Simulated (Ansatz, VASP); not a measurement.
Rh: VASP beside Ansatz

```
Rh
1.0
     2.65537    0.00000    0.00000
    -1.32768    2.29961    0.00000
     0.00000    0.00000    8.67916
Rh
4
Direct
  0.66667 0.33333 0.75000
  0.00000 0.00000 0.50000
  0.33333 0.66667 0.25000
  0.00000 0.00000 0.00000
```

Alike in both runs: task single point; functional PBE; k mesh 11 × 11 × 3; occupations fermi-dirac, width 0.05 eV; no spin polarisation.

|  | VASP | Ansatz |
| --- | --- | --- |
| version | VASP 6.6.1 | Ansatz 0.2.0 |
| potentials or method | VASP PAW PBE potentials, release 64 (Rh_pv) | Ansatz PAW |
| plane-wave cutoff (eV) | 520 | 420 |
| valence electrons in the cell | 60 | 68 |

|  | VASP | Ansatz | Ansatz less VASP |
| --- | --- | --- | --- |
| gap on the k mesh at the Fermi level (eV) | none | none | - |
| pressure (GPa) | 18.1 | 18.1 | -0.07 |
| traceless stress, the component that is largest in VASP (GPa) | -1.17 | -1.17 | +0.001 |

A gap of «none» marks a metal or a gap that the smearing closes. VASP's potentials hold 60 valence electrons a cell and Ansatz's 68, so a difference there can come from the potentials and not from the codes.
